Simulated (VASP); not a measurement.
MnPt3, 4 atoms in the cell. Symmetry: Pm-3m, No. 221, cubic system. Conventional cell: a = 3.873 Å, b = 3.873 Å, c = 3.873 Å, α = 90.00°, β = 90.00°, γ = 90.00°. Mn (site symmetry m-3m) has 12 Pt at 2.74 Å within 3.6 Å. Pt (site symmetry 4/mmm) has 4 Mn at 2.74 Å and 8 Pt at 2.74 Å within 3.6 Å. 

```yaml
Program: VASP 6.6.1
Task: electric field gradients
Functional: PBEsol
Potentials_or_basis: VASP PAW PBE potentials, release 64 (Mn_pv, Pt)
Cutoff: 520 eV
k_mesh: 12 × 12 × 12
Occupations: gaussian, width 0.2 eV
Spin: collinear spin, ferromagnetic start
Starting_moments: "[4.06, 0.17, 0.17, 0.17] μB"
Dipole_correction: no
Further_INCAR_settings: ALGO = Normal; EDIFF = 1e-08; NBANDS = 34
```

Potentials or basis: VASP PAW PBE potentials, release 64 (Mn_pv, Pt).

Command:

```console
$ cat potpaw_PBE.64/Mn_pv/POTCAR potpaw_PBE.64/Pt/POTCAR > POTCAR
$ mpirun -np 1 vasp_std > vasp.out
```

Hardware: 1 thread of Intel(R) Xeon(R) Platinum 8259CL CPU @ 2.50GHz (Skylake/Cascade Lake) (shared host).

**Question.** Estimate the wall time of this run.

**Answer.** Run time: 5.9 min on 1 thread of Intel(R) Xeon(R) Platinum 8259CL CPU @ 2.50GHz (Skylake/Cascade Lake), on a shared host, peak memory 0.36 GiB. Counts: scf iterations 19, k points 84.
